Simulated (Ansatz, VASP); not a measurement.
# NaY3 in VASP and in Ansatz

File INCAR:

```
PREC = Accurate ; ENCUT = 520
EDIFF = 1E-6 ; ISMEAR = -1
SIGMA = 0.05 ; LREAL = F
LASPH = T ; NELM = 80
ALGO = Fast ; ISIF = 2
LWAVE = F ; LCHARG = F
GGA = PE ; NBANDS = 28
```

The input KPOINTS:

```
regular mesh
0
Gamma
  8 8 8
```

POSCAR

```
NaY3
1.0
   -2.4027021810      2.4027021810      5.4285411803
    2.4027021810     -2.4027021810      5.4285411803
    2.4027021810      2.4027021810     -5.4285411803
Y Na
3 1
Direct
    0.5000000000      0.5000000000      0.0000000000
    0.2500000000      0.7500000000      0.5000000000
    0.7500000000      0.2500000000      0.5000000000
    0.0000000000      0.0000000000      0.0000000000
```

File input.yaml:

```yaml
crystal:
  lattice:
    - [-2.402702181, 2.402702181, 5.4285411803]
    - [2.402702181, -2.402702181, 5.4285411803]
    - [2.402702181, 2.402702181, -5.4285411803]
  atoms:
    - { symbol: "Y", position: [0.5, 0.5, 0.0] }
    - { symbol: "Y", position: [0.25, 0.75, 0.5] }
    - { symbol: "Y", position: [0.75, 0.25, 0.5] }
    - { symbol: Na, position: [0.0, 0.0, 0.0] }
hamiltonian:
  xc: pbe
  pseudopotentials: { kind: paw }
kpoints:
  mp_grid: { grid: [8, 8, 8] }
scf:
  occupations: { method: fermi_dirac, width: 0.05 }
output:
  forces: true
  stress: true
  eigenvalues: true
```

Alike in both runs: task single point; functional PBE; k mesh 8 × 8 × 8; occupations fermi-dirac, width 0.05 eV; no spin polarisation.

```csv
,VASP,Ansatz
version,VASP 6.6.1,Ansatz 0.2.0
potentials or method,"VASP PAW PBE potentials, release 64 (Y_sv, Na_pv)",Ansatz PAW
plane-wave cutoff (eV),520,420
valence electrons in the cell,40,42
```

Ansatz gave:

```
gap on the k mesh at the Fermi level (eV)                     : none
pressure (GPa)                                                : 1.2
traceless stress, the component that is largest in VASP (GPa) : -0.26
```

**Question.** What did VASP give for the same quantities?

**Answer.** gap on the k mesh at the Fermi level (eV): none; pressure (GPa): 1.1; traceless stress, the component that is largest in VASP (GPa): -0.28.

A gap of «none» marks a metal or a gap that the smearing closes. VASP's potentials hold 40 valence electrons a cell and Ansatz's 42, so a difference there can come from the potentials and not from the codes.
